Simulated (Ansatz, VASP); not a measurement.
## KCl: VASP beside Ansatz

```xyz
2
Lattice="0.0000 3.1006 3.1006 3.1006 0.0000 3.1006 3.1006 3.1006 0.0000" Properties=species:S:1:pos:R:3 pbc="T T T"
K     0.0000    0.0000    0.0000
Cl    3.1006    3.1006    3.1006
```

Alike in both runs: task single point; functional PBEsol; k mesh 6 × 6 × 6; no spin polarisation.

```csv
,VASP,Ansatz
version,VASP 6.6.1,Ansatz 0.2.0
potentials or method,"VASP PAW PBE potentials, release 64 (K_sv, Cl), cutoff 500 eV","scalar-relativistic, plane waves, PAW"
occupations,"gaussian, width 0.01 eV",fixed
valence electrons in the cell,16,16
```

|  | VASP | Ansatz | Ansatz less VASP |
| --- | --- | --- | --- |
| gap on the k mesh at the Fermi level (eV) | 5.16 | 5.17 | +0.004 |
| least direct gap on the mesh (eV) | 5.16 | 5.17 | +0.004 |
| pressure (GPa) | 0.4 | 0.4 | -0.04 |

VASP's potentials were made for PBE, not for PBEsol.
